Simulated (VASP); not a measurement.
## SrAl2Br2: single point with r2SCAN

The system is SrAl2Br2.

```xyz
5
Lattice="2.2575 3.9100 0.0000 -2.2575 3.9100 0.0000 0.0000 0.0000 7.8427" Properties=species:S:1:pos:R:3 pbc="T T T"
Sr    0.0000    0.0000    0.0000
Br    0.0000    2.6067    2.1050
Br    0.0000    5.2133    5.7377
Al    0.0000    2.6067    5.0060
Al    0.0000    5.2133    2.8367
```

- Program: VASP 6.6.1
- Task: single point
- Functional: r2SCAN
- Potentials or basis: VASP PAW PBE potentials, release 64 (Sr_sv, Br, Al)
- Cutoff: 520 eV
- k mesh: 5 × 5 × 3
- Occupations: gaussian, width 0.1049 eV
- Spin: no spin polarisation
- Dipole correction: no
- Further INCAR settings: ALGO = Normal; EDIFF = 1e-06; NBANDS = 23

```
Pressure               : 7.1 GPa
Largest force          : 2.244 eV/Å
Band gap on the k mesh : zero (band 15 reaches 5.32 eV, above the bottom of band 16 at 4.44 eV)
```

Forces on the atoms (eV/Å):
```
Sr   0.000  0.000  0.000
Br   0.000  0.000 -2.244
Br   0.000  0.000  2.244
Al   0.000  0.000 -0.047
Al   0.000  0.000  0.047
```

Stress tensor (GPa, compression positive):
```
7.60 0.00 0.00
0.00 7.60 0.00
0.00 0.00 6.01
```

Levels at points of the mesh, in eV from the Fermi level:
| k point | band 13 | band 14 | band 15 | band 16 | band 17 | band 18 |
| --- | --- | --- | --- | --- | --- | --- |
| (0.00, 0.00, 0.00) | -3.94 | -3.17 | 0.57 | 0.94 | 0.94 | 1.56 |

Run time: 4.5 min on 1 thread of Intel(R) Xeon(R) Platinum 8488C (Sapphire Rapids), on a shared host, peak memory 0.34 GiB.

Caveat: the PAW data sets were made with another functional, which shifts forces and pressure a little.
